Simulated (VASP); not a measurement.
Crystal: CdSe.

```
Cd Se
1.0
     0.00000    2.85467    2.85467
     2.85467    0.00000    2.85467
     2.85467    2.85467    0.00000
Cd Se
1 1
Direct
  0.00000 0.00000 0.00000
  0.50000 0.50000 0.50000
```

Program: VASP 6.6.1. Alike in all runs: task single point; no spin polarisation; cell as given; k mesh 8 × 8 × 8; cutoff (eV) 520; smearing fermi-dirac 0.05 eV.

**Question.** Order these runs on this cell by their pressure, lowest first.
A. level PBEsol; potentials or basis VASP PAW PBE potentials, release 64 (Cd, Se)
B. level r2SCAN; potentials or basis VASP PAW PBE potentials, release 64 (Cd, Se)
C. level LDA; potentials or basis VASP PAW LDA potentials, release 64 (Cd, Se)

**Answer.** C (-4.5 GPa), A (-2.4 GPa), B (-0.5 GPa).

Caveats: the PAW data sets were made with another functional, which shifts forces and pressure a little (some runs).
